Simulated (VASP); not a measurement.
# Li (Fm-3m) in VASP: a series of runs

The runs below take Li through single point, with revPBE.

Everything below comes from runs of VASP 6.6.1. Logs are shortened: lines on timing, memory, paths and dates and some standing lists are left out, and cuts for length are marked.

## Step 1: The cell of the first run

Symmetry: Fm-3m, No. 225, cubic system. Conventional cell: a = 4.205 Å, b = 4.205 Å, c = 4.205 Å, α = 90.00°, β = 90.00°, γ = 90.00°. Within 3.9 Å of Li (site symmetry m-3m) lie 12 Li at 2.97 Å.

This isn't the form of Li at room conditions, which is bcc.

## Step 2: Single point, revPBE (18.58 Å³/atom)

INCAR

```
SYSTEM = Li
  PREC = Accurate
  ENCUT = 520
  EDIFF = 1E-6
  ISMEAR = -1
  SIGMA = 0.1
  LREAL = .FALSE.
  LASPH = .TRUE.
  NELM = 100
  ALGO = Normal
  ISIF = 2
  LWAVE = .FALSE.
  LCHARG = .FALSE.
  GGA = RE
  NBANDS = 8
```

KPOINTS

```
regular mesh
0
G
  14 14 14
  0 0 0
```

POSCAR

```
Li
1.0
    0.0000000000      2.1022996709      2.1022996709
    2.1022996709      0.0000000000      2.1022996709
    2.1022996709      2.1022996709      0.0000000000
Li
1
Direct
    0.0000000000      0.0000000000      0.0000000000
```

Potentials or basis: VASP PAW PBE potentials, release 64 (Li_sv).

Launch:

```sh
> cat potpaw_PBE.64/Li_sv/POTCAR > POTCAR
> mpirun -np 1 vasp_std > vasp.out
```

OUTCAR:

```text
SYSTEM = Li
   PREC = Accurate
   ENCUT = 520
   EDIFF = 1E-6
   ISMEAR = -1
   LREAL = .FALSE.
   LASPH = .TRUE.
   NELM = 100
   ISIF = 2
   GGA = RE

 ion  position               nearest neighbor table
   1  0.000  0.000  0.000-

  LATTYP: Found a face centered cubic cell.
 ALAT       =     4.2045993418

  Lattice vectors:

 A1 = (   0.0000000000,   2.1022996709,   2.1022996709)
 A2 = (   2.1022996709,   0.0000000000,   2.1022996709)
 A3 = (   2.1022996709,   2.1022996709,   0.0000000000)

Analysis of symmetry for initial positions (statically):
=====================================================================
 Subroutine PRICEL returns:
 Original cell was already a primitive cell.

 Routine SETGRP: Setting up the symmetry group for a
 face centered cubic supercell.

 Subroutine GETGRP returns: Found 48 space group operations
 (whereof 48 operations were pure point group operations)
 out of a pool of 48 trial point group operations.

The static configuration has the point symmetry O_h .

Analysis of symmetry for dynamics (positions and initial velocities):
=====================================================================
 Subroutine PRICEL returns:
 Original cell was already a primitive cell.

 Routine SETGRP: Setting up the symmetry group for a
 face centered cubic supercell.

 Subroutine GETGRP returns: Found 48 space group operations
 (whereof 48 operations were pure point group operations)
 out of a pool of 48 trial point group operations.

The dynamic configuration has the point symmetry O_h .

 Subroutine INISYM returns: Found 48 space group operations
 (whereof 48 operations are pure point group operations),
 and found     1 'primitive' translations

----------------------------------------------------------------------------------------

                                     Primitive cell

  volume of cell :      18.5829

  direct lattice vectors                    reciprocal lattice vectors
     0.000000000  2.102299671  2.102299671    -0.237834790  0.237834790  0.237834790
     2.102299671  0.000000000  2.102299671     0.237834790 -0.237834790  0.237834790
     2.102299671  2.102299671  0.000000000     0.237834790  0.237834790 -0.237834790

  length of vectors
     2.973100707  2.973100707  2.973100707     0.411941939  0.411941939  0.411941939

  position of ions in fractional coordinates (direct lattice)
     0.000000000  0.000000000  0.000000000

  ion indices of the primitive-cell ions
   primitive index   ion index
                 1           1

----------------------------------------------------------------------------------------

 KPOINTS: regular mesh

Automatic generation of k-mesh.
 Grid dimensions read from file:
 generate k-points for:   14   14   14

 Generating k-lattice:

  Cartesian coordinates                     Fractional coordinates (reciprocal lattice)
    -0.016988199  0.016988199  0.016988199     0.071428571  0.000000000  0.000000000
     0.016988199 -0.016988199  0.016988199     0.000000000  0.071428571  0.000000000
     0.016988199  0.016988199 -0.016988199     0.000000000  0.000000000  0.071428571

  Length of vectors
     0.029424424  0.029424424  0.029424424

  Shift w.r.t. Gamma in fractional coordinates (k-lattice)
     0.000000000  0.000000000  0.000000000

 Subroutine IBZKPT returns following result:
 ===========================================

 Found    104 irreducible k-points:

 Following reciprocal coordinates:
            Coordinates               Weight
  0.000000  0.000000  0.000000      1.000000
  0.071429  0.000000  0.000000      8.000000
  0.142857  0.000000  0.000000      8.000000
  0.214286  0.000000  0.000000      8.000000
  0.285714  0.000000  0.000000      8.000000
  0.357143  0.000000  0.000000      8.000000
[... 16 lines left out ...]
  0.214286  0.142857  0.000000     24.000000
  0.285714  0.142857  0.000000     24.000000
 [... further k-points ...]
   k-points           NKPTS =    104   k-points in BZ     NKDIM =    104   number of bands    NBANDS=      8
   number of dos      NEDOS =    301   number of ions     NIONS =      1
   total plane-waves  NPLWV =  13824
   dimension x,y,z NGX =    24 NGY =   24 NGZ =   24
   dimension x,y,z NGXF=    48 NGYF=   48 NGZF=   48
   ions per type =               1
   NGX,Y,Z   is equivalent  to a cutoff of  13.42, 13.42, 13.42 a.u.
   NGXF,Y,Z  is equivalent  to a cutoff of  26.84, 26.84, 26.84 a.u.
 SYSTEM =  Li
   PREC   = accura    normal or accurate (medium, high low for compatibility)
   ISTART =      0    job   : 0-new  1-cont  2-samecut
   ICHARG =      2    charge: 1-file 2-atom 10-const
   ISPIN  =      1    spin polarized calculation?
   LNONCOLLINEAR =      F non collinear calculations
   LSORBIT =      F    spin-orbit coupling
   LASPH  =      T    aspherical Exc in radial PAW
   ENCUT  =  520.0 eV  38.22 Ry    6.18 a.u.   5.53  5.53  5.53*2*pi/ulx,y,z
   NELM   =    100;   NELMIN=  2; NELMDL= -5     # of ELM steps
   EDIFF  = 0.1E-05   stopping-criterion for ELM
   LREAL  =      F    real-space projection
   EDIFFG = 0.1E-04   stopping-criterion for IOM
   NSW    =      0    number of steps for IOM
   IBRION =     -1    ionic relax: 0-MD 1-quasi-New 2-CG
   NFREE  =      0    steps in history (QN), initial steepest desc. (CG)
   ISIF   =      2    stress and relaxation
   ISYM   =      2    0-nonsym 1-usesym 2-fastsym
   POTIM  = 0.5000    time-step for ionic-motion
   TEBEG  =    0.0;   TEEND  =   0.0 temperature during run
   PSTRESS=    0.0 pullay stress
   NELECT =       3.0000    total number of electrons
   NUPDOWN=      -1.0000    fix difference up-down
   EMIN   =  10.00;   EMAX   =-10.00  energy-range for DOS
   EFERMI =   0.00;   METHOD = LEGACY
   ISMEAR =    -1;   SIGMA  =   0.10  broadening in eV -4-tet -1-fermi 0-gaus
   EFERMI_NEDOS =   21; number of points for ismear=-14 and -15
   IALGO  =     38    algorithm
   IMIX   =      4    mixing-type and parameters
     AMIX     =   0.40;   BMIX     =  1.00
     AMIX_MAG =   1.60;   BMIX_MAG =  1.00
  volume/ion in A,a.u.               =      18.58       125.40
  Fermi-wavevector in a.u.,A,eV,Ry     =   0.891410  1.684520 10.811339  0.794611
  Thomas-Fermi vector in A             =   2.013226
   LORBIT       =      0    0 simple, 1 ext, 2 COOP (PROOUT), +10 PAW based schemes
   GGA     = RE    functional components
   LHFCALC =     F    Hartree Fock is set to
   AEXX    =    0.0000 exact exchange contribution
   IVDW    =     0    specifies the selected vdW correction
   LEPSILON=     F    determine dielectric tensor
   LRPA    =     F    only Hartree local field effects (RPA)
 non-spin polarized calculation
  energy-cutoff  :      520.00
  volume of cell :       18.58
 maximum number of plane-waves:       531
 NGX is ok and might be reduce to    24
   NGX = 11   NGY = 11   NGZ = 11

 number of electron       3.0000001 magnetization

 Free energy of the ion-electron system (eV)
  ---------------------------------------------------
  ext. energy  EPLUGINS =         0.00000000
  ---------------------------------------------------
  free energy    TOTEN  =        -1.80429251 eV

  energy without entropy =       -1.79059666  energy(sigma->0) =       -1.79744459

 E-fermi :   0.9336     XC(G=0):  -7.1728

 val. band max:        0.9061727439   @ k =   0.5000   0.0000   0.0000
 cond. band min:       0.9555227885   @ k =   0.5000   0.0714   0.0000
 fundamental gap:      0.0493500446
 Fermi energy:         0.9335521270

 k-point     1 :       0.0000    0.0000    0.0000
  band No.  band energies     occupation
      1     -45.5837      2.00000
      2      -2.7394      2.00000
      3      16.4288      0.00000
      4      16.4289      0.00000
      5      16.4289      0.00000
      6      20.2203      0.00000
      7      20.2203      0.00000
      8      20.2203      0.00000

 k-point     2 :       0.0714    0.0000    0.0000
  band No.  band energies     occupation
      1     -45.5825      2.00000
      2      -2.6449      2.00000
      3      15.2909      0.00000
      4      16.1887      0.00000
      5      16.1887      0.00000
      6      19.4774      0.00000
      7      20.6357      0.00000
      8      20.6357      0.00000

 k-point     3 :       0.1429    0.0000    0.0000
  band No.  band energies     occupation
      1     -45.5789      2.00000
      2      -2.3611      2.00000
      3      12.9999      0.00000
      4      15.6996      0.00000
      5      15.6996      0.00000
      6      19.5274      0.00000
      7      21.4448      0.00000
      8      21.4448      0.00000

 k-point     4 :       0.2143    0.0000    0.0000
  band No.  band energies     occupation
      1     -45.5739      2.00000
      2      -1.8891      2.00000
      3      10.6104      0.00000
      4      15.2318      0.00000
      5      15.2318      0.00000
      6      19.8488      0.00000
      7      21.2563      0.00000
      8      21.2563      0.00000

 k-point     5 :       0.2857    0.0000    0.0000
  band No.  band energies     occupation
      1     -45.5684      2.00000
      2      -1.2355      2.00000
      3       8.3891      0.00000
      4      14.8862      0.00000
      5      14.8862      0.00000
      6      19.8641      0.00000
      7      20.2124      0.00000
      8      20.2124      0.00000
[... 177 lines left out ...]
 k-point    22 :       0.1429    0.1429    0.0000
  band No.  band energies     occupation
      1     -45.5774      2.00000
      2      -2.2325      2.00000
      3      13.9793      0.00000
      4      13.9794      0.00000
      5      16.4058      0.00000
      6      16.4531      0.00000
      7      19.3873      0.00000
      8      23.6222      0.00000

 k-point    23 :       0.2143    0.1429    0.0000
  band No.  band energies     occupation
      1     -45.5736      2.00000
      2      -1.8823      2.00000
      3      12.2768      0.00000
      4      13.3249      0.00000
      5      16.0747      0.00000
      6      16.5313      0.00000
      7      18.1272      0.00000
      8      24.4813      0.00000

 k-point    24 :       0.2857    0.1429    0.0000
  band No.  band energies     occupation
      1     -45.5688      2.00000
      2      -1.3427      2.00000
      3      10.0347      0.00000
      4      12.8822      0.00000
      5      15.2919      0.00000
      6      16.3591      0.00000
      7      18.6980      0.00000
      8      23.9980      0.00000

 [... further k-points ...]

------------------------ aborting loop because EDIFF is reached ----------------------------------------

  FORCE on cell =-STRESS in cart. coord.  units (eV):
  Direction    XX          YY          ZZ          XY          YZ          ZX
  --------------------------------------------------------------------------------------
  -------------------------------------------------------------------------------------
  Total        0.2255507      0.2255507      0.2255507     -0.0000000      0.0000000     -0.0000000
  in kB       19.4464713     19.4464713     19.4464713     -0.0000000      0.0000000     -0.0000000
  external PRESSURE =      19.4464713 kB  Pullay stress =       0.0000000 kB

 VOLUME and BASIS-vectors are now :
 -----------------------------------------------------------------------------
  energy-cutoff  :      520.00
  volume of cell :       18.58
      direct lattice vectors                 reciprocal lattice vectors
     0.000000000  2.102299671  2.102299671    -0.237834790  0.237834790  0.237834790
     2.102299671  0.000000000  2.102299671     0.237834790 -0.237834790  0.237834790
     2.102299671  2.102299671  0.000000000     0.237834790  0.237834790 -0.237834790

 POSITION                                       TOTAL-FORCE (eV/Angst)
 -----------------------------------------------------------------------------------
      0.00000      0.00000      0.00000        -0.000000     -0.000000     -0.000000
 -----------------------------------------------------------------------------------
    total drift:                               -0.000000     -0.000000     -0.000000

  FREE ENERGIE OF THE ION-ELECTRON SYSTEM (eV)
  ---------------------------------------------------
  free  energy   TOTEN  =        -1.8042925079 eV

  energy  without entropy=       -1.7905966634  energy(sigma->0) =       -1.79744459
```

It took 17 s on 1 thread of AMD EPYC 7R13, shared host; peak memory 0.1 GiB.

Results:

| Quantity | Value |
| --- | --- |
| Free energy | -1.8043 eV |
| Band gap on the k mesh | zero (an odd number of electrons rules out a gap without spin polarisation) |

Levels at points of the mesh, in eV from the Fermi level:
```tsv
k point	band 1	band 2	band 3	band 4	band 5	band 6
(0.00, 0.00, 0.00)	-46.52	-3.67	15.50	15.50	15.50	19.29
(0.50, 0.00, 0.00)	-46.49	-0.03	3.24	13.63	13.63	17.51
(0.50, 0.50, 0.00)	-46.48	1.64	5.03	9.05	9.05	11.19
```

Caveat: the cutoff is under 1.25 times the usual one of these potentials, so pressure, stress and relaxed cells hold a basis-set (Pulay) error; the PAW data sets were made with another functional, which shifts forces and pressure a little.

## Step 3: Single point, revPBE (19.43 Å³/atom)

This run uses another cell than the first one, of 19.43 Å³/atom.

INCAR

```
  PREC = Accurate
  ENCUT = 520
  EDIFF = 1E-7
  ISMEAR = -1
  SIGMA = 0.1
  LREAL = F
  LASPH = T
  NELM = 100
  ALGO = Normal
  ISIF = 2
  LWAVE = F
  LCHARG = F
  GGA = RE
  NBANDS = 8
```

KPOINTS

```
regular mesh
0
Gamma
  14 14 14
```

POSCAR

```
Li
1.0
    0.0000000000      2.1336819047      2.1336819047
    2.1336819047      0.0000000000      2.1336819047
    2.1336819047      2.1336819047      0.0000000000
Li
1
Direct
    0.0000000000      0.0000000000      0.0000000000
```

Potentials or basis: VASP PAW PBE potentials, release 64 (Li_sv).

Launch:

```sh
> cat potpaw_PBE.64/Li_sv/POTCAR > POTCAR
> mpirun -np 1 vasp_std > vasp.out
```

Run time: 26 s. Hardware: 1 thread of AMD EPYC 7R13, shared host; peak memory 0.1 GiB.

Results (log left out):

* Free energy: -1.8131 eV
* Band gap on the k mesh: zero (an odd number of electrons rules out a gap without spin polarisation)

Levels at points of the mesh, in eV from the Fermi level:
```
           k point  band 1  band 2  band 3  band 4  band 5  band 6  band 7
(0.00, 0.00, 0.00)  -46.59   -3.62   15.02   15.02   15.02   18.74   18.74
(0.50, 0.00, 0.00)  -46.57   -0.01    3.09   13.21   13.21   17.02   17.02
(0.50, 0.50, 0.00)  -46.56    1.60    4.86    8.79    8.79   10.89   16.03
```

Caveat: the cutoff is under 1.25 times the usual one of these potentials, so pressure, stress and relaxed cells hold a basis-set (Pulay) error; the PAW data sets were made with another functional, which shifts forces and pressure a little.

(Part 1 of 3 ends here.)
